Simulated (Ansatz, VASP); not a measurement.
**One calculation of PbF2, two programs**

```xyz
3
Lattice="0.0000 2.8951 2.8951 2.8951 0.0000 2.8951 2.8951 2.8951 0.0000" Properties=species:S:1:pos:R:3 pbc="T T T"
Pb    0.0000    0.0000    0.0000
F     1.4476    1.4476    1.4476
F     4.3427    4.3427    4.3427
```

Change from the starting cell: hydrostatic strain -1.7%.

Alike in both runs: task single point; functional r2SCAN; k mesh 8 × 8 × 8; no spin polarisation.

|  | VASP | Ansatz |
| --- | --- | --- |
| version | VASP 6.6.1 | Ansatz 0.2.0 |
| potentials or method | VASP PAW PBE potentials, release 64 (Pb_d, F) | plane waves, PAW |
| plane-wave cutoff (eV) | 660 | 500 |
| occupations | gaussian, width 0.01 eV | fixed |
| valence electrons in the cell | 28 | 28 |

```tsv
	VASP	Ansatz	Ansatz less VASP
gap on the k mesh at the Fermi level (eV)	4.90	4.89	-0.005
pressure (GPa)	6.0	6.1	+0.11
```

VASP's potentials were made for PBE, not for r2SCAN.

Spin-orbit coupling is off throughout.
